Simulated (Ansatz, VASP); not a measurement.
# Two plane-wave programs on Hf

```
Hf
1.0
     0.00000    2.07095    2.39794
     2.07095    0.00000    2.39794
     2.07095    2.07095    0.00000
Hf
1
Direct
  0.00000 0.00000 0.00000
```

Change from the starting cell: strain +e along x and -e along y +0.0000, strain +e along z and -e/2 along x and y +0.1000.

Alike in both runs: task single point; functional LDA; k mesh 18 × 18 × 18; occupations gaussian, width 0.15 eV; no spin polarisation.

|  | VASP | Ansatz |
| --- | --- | --- |
| version | VASP 6.6.1 | Ansatz 0.2.0 |
| potentials or method | VASP PAW LDA potentials, release 64 (Hf_pv), cutoff 520 eV | scalar-relativistic, plane waves, PAW |
| valence electrons in the cell | 10 | 26 |

```csv
,VASP,Ansatz,Ansatz less VASP
gap on the k mesh at the Fermi level (eV),none,none,-
pressure (GPa),0.6,0.6,-0.03
"traceless stress, the component that is largest in VASP (GPa)",-4.57,-4.57,-0.006
```

LDA's correlation is that of Perdew and Zunger in VASP and of Perdew and Wang (1992) in Ansatz. A gap of «none» marks a metal or a gap that the smearing closes. VASP's potentials hold 10 valence electrons a cell and Ansatz's 26, so a difference there can come from the potentials and not from the codes.

Neither program's run includes spin-orbit coupling.
